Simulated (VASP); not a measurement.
Write the native input for VASP 6.6.1 that does the following.

```yaml
Task: single point
Functional: PBEsol
Potentials_or_basis: VASP PAW PBE potentials, release 64 (Ge_d)
Cutoff: 520 eV
k_mesh: 12 × 12 × 11
Occupations: fermi-dirac, width 0.15 eV
Spin: no spin polarisation
Dipole_correction: no
Further_INCAR_settings: ALGO = Normal; EDIFF = 1e-07; NBANDS = 13
```

The structure of Ge lies in POSCAR:

```
Ge
1.0
    1.4123388574     -2.4457337379      0.0000000000
    1.4123388574      2.4457337379      0.0000000000
    0.0000000000      0.0000000000      2.6611920539
Ge
1
Direct
    0.5000000000      0.5000000000      0.0000000000
```

This isn't the form of Ge at room conditions, which is diamond.

One way to write it, as run:

INCAR

```
SYSTEM = Ge
PREC     = Accurate       ! precision mode
ENCUT    = 520            ! plane-wave cutoff, eV
EDIFF    = 1E-7           ! SCF threshold, eV
ISMEAR   = -1             ! smearing method
SIGMA    = 0.15           ! smearing width, eV
LREAL    = .False.        ! projectors in reciprocal space
LASPH    = .True.         ! aspherical terms in the spheres
NELM     = 80             ! most SCF steps
ALGO     = Normal         ! electronic algorithm
ISIF     = 2              ! what is computed and relaxed
LWAVE    = .False.        ! write WAVECAR
LCHARG   = .True.         ! write CHGCAR
GGA      = PS             ! functional
LELF     = .True.         ! ELF
LVHAR    = .True.       
NBANDS   = 13             ! bands
```

KPOINTS

```
regular mesh
0
Gamma
  12 12 11
  0 0 0
```

Potentials or basis: VASP PAW PBE potentials, release 64 (Ge_d).

Run with:

```bash
$ cat potpaw_PBE.64/Ge_d/POTCAR > POTCAR
$ mpirun -np 1 vasp_std > vasp.out
```

Results of the run:

```yaml
Pressure: -0.1 GPa
Band_gap_on_the_k_mesh: zero (bands 7 and 8 overlap by 10.44 eV)
```

Caveat: the PAW data sets were made with another functional, which shifts forces and pressure a little.

Run time: 52 s on 1 thread of Intel Xeon 8259CL, on a shared host, peak memory 0.18 GiB.
